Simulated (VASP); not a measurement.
# BaF2 (Fm-3m) in VASP: a series of runs

BaF2 is run at these levels: PBE; tasks: single point, relaxation of cell and atoms.

All numbers are computed with VASP 6.6.1; they aren't measurements. Logs are shortened: lines on timing, memory, paths and dates and some standing lists are left out, and cuts for length are marked.

**1. The cell of the first run**

Symmetry: Fm-3m, No. 225, cubic system. The conventional cell has a = 6.247 Å, b = 6.247 Å, c = 6.247 Å, α = 90.00°, β = 90.00°, γ = 90.00°. Within 3.6 Å of Ba (site symmetry m-3m) lie 8 F at 2.71 Å. F (site symmetry -43m) has 4 Ba at 2.71 Å and 6 F at 3.12 Å within 3.6 Å.

**2. Single point, PBE**

The input, INCAR:

```
SYSTEM = BaF2
  ALGO = Normal
  EDIFF = 1E-6
  ENCUT = 600
  GGA = PE
  GGA_COMPAT = .False.
  ISIF = 2
  ISMEAR = 0
  LASPH = .True.
  LCHARG = .False.
  LREAL = .False.
  LWAVE = .False.
  NBANDS = 19
  NELM = 120
  PREC = Accurate
  SIGMA = 0.02
```

The input, KPOINTS:

```
k-points
0
Gamma
  6 6 6
  0 0 0
```

The input, POSCAR:

```
BaF2
1.0
    0.0000000000      3.1235455032      3.1235455032
    3.1235455032      0.0000000000      3.1235455032
    3.1235455032      3.1235455032      0.0000000000
Ba F
1 2
Direct
    0.0000000000      0.0000000000      0.0000000000
    0.2500000000      0.2500000000      0.2500000000
    0.7500000000      0.7500000000      0.7500000000
```

Potentials or basis: VASP PAW PBE potentials, release 64 (Ba_sv, F).

Run with:

```bash
$ cat potpaw_PBE.64/Ba_sv/POTCAR potpaw_PBE.64/F/POTCAR > POTCAR
$ mpirun -np 1 vasp_std > vasp.out
```

OUTCAR:

```text
SYSTEM = BaF2
   EDIFF = 1E-6
   ENCUT = 600
   GGA = PE
   ISIF = 2
   ISMEAR = 0
   LASPH = .True.
   LREAL = .False.
   NELM = 120
   PREC = Accurate

 ion  position               nearest neighbor table
   1  0.000  0.000  0.000-   2 2.71   3 2.71   3 2.71   3 2.71   3 2.71   2 2.71   2 2.71   2 2.71

   2  0.250  0.250  0.250-   1 2.71   1 2.71   1 2.71   1 2.71
   3  0.750  0.750  0.750-   1 2.71   1 2.71   1 2.71   1 2.71

  LATTYP: Found a face centered cubic cell.
 ALAT       =     6.2470910064

  Lattice vectors:

 A1 = (   0.0000000000,   3.1235455032,   3.1235455032)
 A2 = (   3.1235455032,   0.0000000000,   3.1235455032)
 A3 = (   3.1235455032,   3.1235455032,   0.0000000000)

Analysis of symmetry for initial positions (statically):
=====================================================================
 Subroutine PRICEL returns:
 Original cell was already a primitive cell.

 Routine SETGRP: Setting up the symmetry group for a
 face centered cubic supercell.

 Subroutine GETGRP returns: Found 48 space group operations
 (whereof 48 operations were pure point group operations)
 out of a pool of 48 trial point group operations.

The static configuration has the point symmetry O_h .

Analysis of symmetry for dynamics (positions and initial velocities):
=====================================================================
 Subroutine PRICEL returns:
 Original cell was already a primitive cell.

 Routine SETGRP: Setting up the symmetry group for a
 face centered cubic supercell.

 Subroutine GETGRP returns: Found 48 space group operations
 (whereof 48 operations were pure point group operations)
 out of a pool of 48 trial point group operations.

The dynamic configuration has the point symmetry O_h .

 Subroutine INISYM returns: Found 48 space group operations
 (whereof 48 operations are pure point group operations),
 and found     1 'primitive' translations

----------------------------------------------------------------------------------------

                                     Primitive cell

  volume of cell :      60.9500

  direct lattice vectors                    reciprocal lattice vectors
     0.000000000  3.123545503  3.123545503    -0.160074505  0.160074505  0.160074505
     3.123545503  0.000000000  3.123545503     0.160074505 -0.160074505  0.160074505
     3.123545503  3.123545503  0.000000000     0.160074505  0.160074505 -0.160074505

  length of vectors
     4.417360413  4.417360413  4.417360413     0.277257176  0.277257176  0.277257176

  position of ions in fractional coordinates (direct lattice)
     0.000000000  0.000000000  0.000000000
     0.250000000  0.250000000  0.250000000
     0.750000000  0.750000000  0.750000000

  ion indices of the primitive-cell ions
   primitive index   ion index
                 1           1
                 2           2
                 3           3

----------------------------------------------------------------------------------------

 KPOINTS: k-points

Automatic generation of k-mesh.
 Grid dimensions read from file:
 generate k-points for:    6    6    6

 Generating k-lattice:

  Cartesian coordinates                     Fractional coordinates (reciprocal lattice)
    -0.026679084  0.026679084  0.026679084     0.166666667  0.000000000  0.000000000
     0.026679084 -0.026679084  0.026679084     0.000000000  0.166666667  0.000000000
     0.026679084  0.026679084 -0.026679084     0.000000000  0.000000000  0.166666667

  Length of vectors
     0.046209529  0.046209529  0.046209529

  Shift w.r.t. Gamma in fractional coordinates (k-lattice)
     0.000000000  0.000000000  0.000000000

 Subroutine IBZKPT returns following result:
 ===========================================

 Found     16 irreducible k-points:

 Following reciprocal coordinates:
            Coordinates               Weight
  0.000000  0.000000  0.000000      1.000000
  0.166667  0.000000  0.000000      8.000000
  0.333333  0.000000  0.000000      8.000000
  0.500000  0.000000  0.000000      4.000000
  0.166667  0.166667  0.000000      6.000000
  0.333333  0.166667  0.000000     24.000000
[... 8 lines left out ...]
 -0.333333  0.333333  0.166667     24.000000
 -0.333333  0.500000  0.166667     12.000000
   k-points           NKPTS =     16   k-points in BZ     NKDIM =     16   number of bands    NBANDS=     19
   number of dos      NEDOS =    301   number of ions     NIONS =      3
   total plane-waves  NPLWV =  46656
   dimension x,y,z NGX =    36 NGY =   36 NGZ =   36
   dimension x,y,z NGXF=    72 NGYF=   72 NGZF=   72
   ions per type =               1   2
   NGX,Y,Z   is equivalent  to a cutoff of  13.55, 13.55, 13.55 a.u.
   NGXF,Y,Z  is equivalent  to a cutoff of  27.10, 27.10, 27.10 a.u.
 SYSTEM =  BaF2
   PREC   = accura    normal or accurate (medium, high low for compatibility)
   ISTART =      0    job   : 0-new  1-cont  2-samecut
   ICHARG =      2    charge: 1-file 2-atom 10-const
   ISPIN  =      1    spin polarized calculation?
   LNONCOLLINEAR =      F non collinear calculations
   LSORBIT =      F    spin-orbit coupling
   LASPH  =      T    aspherical Exc in radial PAW
   ENCUT  =  600.0 eV  44.10 Ry    6.64 a.u.   8.82  8.82  8.82*2*pi/ulx,y,z
   NELM   =    120;   NELMIN=  2; NELMDL= -5     # of ELM steps
   EDIFF  = 0.1E-05   stopping-criterion for ELM
   LREAL  =      F    real-space projection
   EDIFFG = 0.1E-04   stopping-criterion for IOM
   NSW    =      0    number of steps for IOM
   IBRION =     -1    ionic relax: 0-MD 1-quasi-New 2-CG
   NFREE  =      0    steps in history (QN), initial steepest desc. (CG)
   ISIF   =      2    stress and relaxation
   ISYM   =      2    0-nonsym 1-usesym 2-fastsym
   POTIM  = 0.5000    time-step for ionic-motion
   TEBEG  =    0.0;   TEEND  =   0.0 temperature during run
   PSTRESS=    0.0 pullay stress
   NELECT =      24.0000    total number of electrons
   NUPDOWN=      -1.0000    fix difference up-down
   EMIN   =  10.00;   EMAX   =-10.00  energy-range for DOS
   EFERMI =   0.00;   METHOD = LEGACY
   ISMEAR =     0;   SIGMA  =   0.02  broadening in eV -4-tet -1-fermi 0-gaus
   EFERMI_NEDOS =   21; number of points for ismear=-14 and -15
   IALGO  =     38    algorithm
   IMIX   =      4    mixing-type and parameters
     AMIX     =   0.40;   BMIX     =  1.00
     AMIX_MAG =   1.60;   BMIX_MAG =  1.00
  volume/ion in A,a.u.               =      20.32       137.10
  Fermi-wavevector in a.u.,A,eV,Ry     =   1.199925  2.267529 19.589938  1.439820
  Thomas-Fermi vector in A             =   2.335775
   LORBIT       =      0    0 simple, 1 ext, 2 COOP (PROOUT), +10 PAW based schemes
   GGA     = PE    functional components
   LHFCALC =     F    Hartree Fock is set to
   AEXX    =    0.0000 exact exchange contribution
   IVDW    =     0    specifies the selected vdW correction
   LEPSILON=     F    determine dielectric tensor
   LRPA    =     F    only Hartree local field effects (RPA)
 non-spin polarized calculation
 Gauss-broadening in eV      SIGMA  =   0.02
  energy-cutoff  :      600.00
  volume of cell :       60.95
 maximum number of plane-waves:      2085
   NGX = 17   NGY = 17   NGZ = 17

 number of electron      24.0000013 magnetization

 Free energy of the ion-electron system (eV)
  ---------------------------------------------------
  ext. energy  EPLUGINS =         0.00000000
  ---------------------------------------------------
  free energy    TOTEN  =       -17.12855589 eV

  energy without entropy =      -17.12855589  energy(sigma->0) =      -17.12855589

 E-fermi :  -1.9703     XC(G=0):  -8.5974

 val. band max:       -2.1722402742   @ k =  -0.1667   0.1667   0.0000
 cond. band min:       4.5023195089   @ k =   0.0000   0.0000   0.0000
 fundamental gap:      6.6745597831
 Fermi energy:        -1.9702868594

 k-point     1 :       0.0000    0.0000    0.0000
  band No.  band energies     occupation
      1     -25.3232      2.00000
      2     -21.0609      2.00000
      3     -21.0404      2.00000
      4     -10.1912      2.00000
      5     -10.1912      2.00000
      6     -10.1912      2.00000
[... 11 lines left out ...]
     18       9.0429      0.00000
     19      13.1305      0.00000

 k-point     2 :       0.1667    0.0000    0.0000
  band No.  band energies     occupation
      1     -25.2791      2.00000
      2     -21.1003      2.00000
      3     -21.0799      2.00000
      4     -10.2343      2.00000
      5     -10.2285      2.00000
      6     -10.2285      2.00000
[... 11 lines left out ...]
     18       9.0703      0.00000
     19      12.0946      0.00000

 k-point     3 :       0.3333    0.0000    0.0000
  band No.  band energies     occupation
      1     -25.1866      2.00000
      2     -21.2225      2.00000
      3     -21.1207      2.00000
      4     -10.3088      2.00000
      5     -10.3004      2.00000
      6     -10.3004      2.00000
[... 11 lines left out ...]
     18       9.1658      0.00000
     19      11.1535      0.00000

 k-point     4 :       0.5000    0.0000    0.0000
  band No.  band energies     occupation
      1     -25.1380      2.00000
      2     -21.2869      2.00000
      3     -21.1403      2.00000
      4     -10.3409      2.00000
      5     -10.3351      2.00000
      6     -10.3351      2.00000
[... 231 lines left out ...]
     18      10.0573      0.00000
     19      12.1043      0.00000

 k-point    15 :      -0.3333    0.3333    0.1667
  band No.  band energies     occupation
      1     -25.0898      2.00000
      2     -21.2731      2.00000
      3     -21.2362      2.00000
      4     -10.5070      2.00000
      5     -10.3074      2.00000
      6     -10.3068      2.00000
[... 11 lines left out ...]
     18      11.0443      0.00000
     19      11.6196      0.00000

 k-point    16 :      -0.3333    0.5000    0.1667
  band No.  band energies     occupation
      1     -25.0733      2.00000
      2     -21.3131      2.00000
      3     -21.2230      2.00000
      4     -10.5576      2.00000
      5     -10.4215      2.00000
      6     -10.1729      2.00000
[... 11 lines left out ...]
     18      12.0497      0.00000
     19      12.2751      0.00000

------------------------ aborting loop because EDIFF is reached ----------------------------------------

  FORCE on cell =-STRESS in cart. coord.  units (eV):
  Direction    XX          YY          ZZ          XY          YZ          ZX
  --------------------------------------------------------------------------------------
  -------------------------------------------------------------------------------------
  Total        0.3351554      0.3351554      0.3351554     -0.0000000      0.0000000      0.0000000
  in kB        8.8101505      8.8101505      8.8101505     -0.0000000      0.0000000      0.0000000
  external PRESSURE =       8.8101505 kB  Pullay stress =       0.0000000 kB

 VOLUME and BASIS-vectors are now :
 -----------------------------------------------------------------------------
  energy-cutoff  :      600.00
  volume of cell :       60.95
      direct lattice vectors                 reciprocal lattice vectors
     0.000000000  3.123545503  3.123545503    -0.160074505  0.160074505  0.160074505
     3.123545503  0.000000000  3.123545503     0.160074505 -0.160074505  0.160074505
     3.123545503  3.123545503  0.000000000     0.160074505  0.160074505 -0.160074505

 POSITION                                       TOTAL-FORCE (eV/Angst)
 -----------------------------------------------------------------------------------
      0.00000      0.00000      0.00000         0.000000     -0.000000     -0.000000
      1.56177      1.56177      1.56177        -0.000000     -0.000000      0.000000
      4.68532      4.68532      4.68532         0.000000      0.000000     -0.000000
 -----------------------------------------------------------------------------------
    total drift:                                0.000000      0.000000      0.000000

  FREE ENERGIE OF THE ION-ELECTRON SYSTEM (eV)
  ---------------------------------------------------
  free  energy   TOTEN  =       -17.1285558909 eV

  energy  without entropy=      -17.1285558909  energy(sigma->0) =      -17.12855589
```

It took 14 s on 1 thread of Intel Xeon Platinum 8375C at 2.90GHz (Ice Lake), shared host; peak memory 0.21 GiB.

What came out:

- Free energy: -17.1286 eV
- Pressure: 0.9 GPa
- Band gap on the k mesh: 6.67 eV (least direct gap 6.73 eV)

Levels at points of the mesh, in eV from the valence-band top:
| k point | band 8 | band 9 | band 10 | band 11 | band 12 | band 13 | band 14 | band 15 | band 16 | band 17 |
| --- | --- | --- | --- | --- | --- | --- | --- | --- | --- | --- |
| (0.00, 0.00, 0.00) | -1.42 | -1.42 | -0.06 | -0.06 | -0.06 | 6.67 | 9.11 | 9.11 | 11.22 | 11.22 |
| (0.50, 0.00, 0.00) | -1.02 | -0.63 | -0.34 | -0.16 | -0.16 | 8.98 | 9.09 | 9.09 | 9.71 | 11.41 |
| (0.50, 0.50, 0.00) | -0.33 | -0.33 | -0.32 | -0.32 | -0.10 | 7.21 | 8.89 | 10.53 | 11.77 | 11.77 |

Caveat: spin-orbit coupling is left out, which moves the levels of the heavy elements. Expect the measured gap to be larger: semilocal functionals such as PBE lack the derivative discontinuity.

**3. Single point, PBE**

The input, INCAR:

```
PREC     = Accurate       # precision mode
ENCUT    = 600            # plane-wave cutoff, eV
EDIFF    = 1E-6           # SCF threshold, eV
ISMEAR   = 0              # smearing method
SIGMA    = 0.02           # smearing width, eV
LREAL    = F              # projectors in reciprocal space
LASPH    = T              # aspherical terms in the spheres
NELM     = 120            # most SCF steps
ALGO     = Normal         # electronic algorithm
ISIF     = 2              # what is computed and relaxed
LWAVE    = F              # write WAVECAR
LCHARG   = T              # write CHGCAR
GGA      = PE             # functional
LELF     = T              # ELF
LVHAR    = T            
NBANDS   = 19             # bands
GGA_COMPAT= F
```

The input, KPOINTS:

```
regular mesh
0
Gamma
  6 6 6
```

POSCAR is that of step 2.

Potentials or basis: VASP PAW PBE potentials, release 64 (Ba_sv, F).

Run with:

```bash
$ cat potpaw_PBE.64/Ba_sv/POTCAR potpaw_PBE.64/F/POTCAR > POTCAR
$ mpirun -np 1 vasp_std > vasp.out
```

Run time: 15 s. Hardware: 1 thread of Intel Xeon Platinum 8375C at 2.90GHz (Ice Lake), shared host; peak memory 0.21 GiB.

Results (log left out):

```
Free energy            : -17.1286 eV
Pressure               : 0.9 GPa
Band gap on the k mesh : 6.67 eV (least direct gap 6.73 eV)
```

Levels at points of the mesh, in eV from the valence-band top:
```
           k point  band 9  band 10  band 11  band 12  band 13  band 14  band 15  band 16
(0.00, 0.00, 0.00)   -1.42    -0.06    -0.06    -0.06     6.67     9.11     9.11    11.22
(0.50, 0.00, 0.00)   -0.63    -0.34    -0.16    -0.16     8.98     9.09     9.09     9.71
(0.50, 0.50, 0.00)   -0.33    -0.32    -0.32    -0.10     7.21     8.89    10.53    11.77
```

Caveat: spin-orbit coupling is left out, which moves the levels of the heavy elements.

**4. Relaxation of cell and atoms, PBE**

This run uses another cell than the first one, of 20.55 Å³/atom.

The input, INCAR:

```
PREC = Accurate ; ENCUT = 600
EDIFF = 1E-7 ; ISMEAR = 0
SIGMA = 0.02 ; LREAL = F
LASPH = T ; NELM = 120
ALGO = Normal ; ISIF = 3
LWAVE = F ; LCHARG = F
GGA = PE ; IBRION = 2
NSW = 50 ; EDIFFG = -0.003
GGA_COMPAT = F ; NELMIN = 4
```

KPOINTS is that of step 3.

The input, POSCAR:

```
BaF2
1.0
    0.0000000000      3.1354668366      3.1354668366
    3.1354668366      0.0000000000      3.1354668366
    3.1354668366      3.1354668366      0.0000000000
Ba F
1 2
Direct
    0.0000000000      0.0000000000      0.0000000000
    0.2500000000      0.2500000000      0.2500000000
    0.7500000000      0.7500000000      0.7500000000
```

Run with:

```bash
$ cat potpaw_PBE.64/Ba_sv/POTCAR potpaw_PBE.64/F/POTCAR > POTCAR
$ mpirun -np 1 vasp_std > vasp.out
```

It took 24 s on 1 thread of Intel Xeon Platinum 8375C at 2.90GHz (Ice Lake), shared host; peak memory 0.21 GiB.

Results (log left out):

```
Free energy                           : -17.1323 eV
Relaxed volume                        : 20.64 Å³/atom
Relaxed cell                          : a = 4.441 Å, b = 4.441 Å, c = 4.441 Å, α = 60.00°, β = 60.00°, γ = 60.00°
Space group after relaxing (to 0.1 Å) : Fm-3m (No. 225)
Energy gained by relaxing             : 0.1 meV/atom
Ionic steps                           : 2
Pressure after relaxing               : 0.0 GPa
Band gap on the k mesh                : 6.60 eV (least direct gap 6.66 eV)
```

Step by step:
```
step  energy change (eV)  largest force (eV/Å)  pressure (GPa)  volume (Å³)
   1              0.0000                0.0000            0.23        61.65
   2             -0.0002                0.0000            0.00        61.92
```

Final structure:
```
CELL_PARAMETERS angstrom
0.00000 3.14002 3.14002
3.14002 0.00000 3.14002
3.14002 3.14002 0.00000
ATOMIC_POSITIONS crystal
Ba 0.00000 0.00000 0.00000
F 0.25000 0.25000 0.25000
F 0.75000 0.75000 0.75000
```

Levels at points of the mesh, in eV from the valence-band top:
```tsv
k point	band 10	band 11	band 12	band 13	band 14	band 15
(0.00, 0.00, 0.00)	-0.05	-0.05	-0.05	6.60	9.04	9.04
(0.50, 0.00, 0.00)	-0.34	-0.16	-0.16	8.88	9.02	9.02
(0.50, 0.50, 0.00)	-0.30	-0.30	-0.09	7.18	8.81	10.44
```

Caveat: spin-orbit coupling is left out, which moves the levels of the heavy elements.
